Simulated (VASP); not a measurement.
A run of VASP 6.6.1 is set up as follows.

The input INCAR:

```
ALGO = Normal
EDIFF = 1E-6
ENCUT = 520
GGA = RE
ISIF = 2
ISMEAR = -1
LASPH = True
LCHARG = False
LREAL = False
LWAVE = False
NBANDS = 12
NELM = 80
PREC = Accurate
SIGMA = 0.1
```

File KPOINTS:

```
k-points
0
Gamma
  8 8 3
```

POSCAR

```
Be
1.0
    2.1064200000      1.3921820000      0.0000000000
    2.1064200000     -1.3921820000      0.0000000000
    0.0000000000      0.0000000000     -5.6790580000
Be
4
Direct
    0.1500000000      0.8500000000      0.8830000000
    0.3500000000      0.6500000000      0.3830000000
    0.8500000000      0.1500000000      0.1170000000
    0.6500000000      0.3500000000      0.6170000000
```

Potentials or basis: VASP PAW PBE potentials, release 64 (Be).

Launch:

```sh
$ cat potpaw_PBE.64/Be/POTCAR > POTCAR
$ mpirun -np 1 vasp_std > vasp.out
```

(1) Estimate the pressure.

(2) Predict the largest force.

Answers

(1) 25.6 GPa.

(2) 6.834 eV/Å.

Caveat: the k points lie up to 0.37 Å⁻¹ apart; the PAW data sets were made with another functional, which shifts forces and pressure a little.
